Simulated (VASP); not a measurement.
The system is Pd.

```
Pd
1.0
     0.00000    1.95000    1.95000
     1.95000    0.00000    1.95000
     1.95000    1.95000    0.00000
Pd
1
Cartesian
  0.0000 0.0000 0.0000
```

Base run:

```yaml
Program: VASP 6.6.1
Functional: PBE
Potentials_or_basis: VASP PAW PBE potentials, release 64 (Pd)
Cutoff: 500 eV
k_mesh: 10 × 10 × 10
Occupations: fermi-dirac, width 0.1 eV
Spin: no spin polarisation
```

Its results: band gap on the k mesh zero (band 5 reaches 9.99 eV, above the bottom of band 6 at 8.43 eV); pressure 5.9 GPa.

Q: The run is repeated on the same cell with these changes: cutoff from 500 eV to 520 eV; occupations from fermi-dirac, width 0.1 eV to methfessel-paxton, width 0.3 eV. What comes out?

A: Band gap on the k mesh zero (band 5 reaches 9.99 eV, above the bottom of band 6 at 8.43 eV); pressure 5.5 GPa.
